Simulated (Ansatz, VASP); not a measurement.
# Two plane-wave programs on Ca

```xyz
2
Lattice="4.0523 0.0796 0.0110 -1.9572 3.4939 0.0236 0.0180 0.0550 6.5572" Properties=species:S:1:pos:R:3 pbc="T T T"
Ca    0.0790    2.3178    1.5766
Ca    2.0341    1.3107    5.0152
```

Alike in both runs: task single point; functional PBEsol; k mesh 10 × 10 × 6; occupations gaussian, width 0.1 eV; no spin polarisation.

|  | VASP | Ansatz |
| --- | --- | --- |
| version | VASP 6.6.1 | Ansatz 0.2.0 |
| potentials or method | VASP PAW PBE potentials, release 64 (Ca_sv), cutoff 520 eV | scalar-relativistic, plane waves, PAW |
| valence electrons in the cell | 20 | 20 |

|  | VASP | Ansatz | Ansatz less VASP |
| --- | --- | --- | --- |
| gap on the k mesh at the Fermi level (eV) | none | none | - |
| pressure (GPa) | -1.9 | -1.9 | +0.01 |
| traceless stress, the component that is largest in VASP (GPa) | 0.47 | 0.47 | -0.001 |
| rms of the force components (eV/Å) | 0.119 | 0.118 | -0.0007 |

VASP's potentials were made for PBE, not for PBEsol. Atom by atom the forces differ by 0.001 eV/Å (rms over components). A gap of «none» marks a metal or a gap that the smearing closes.
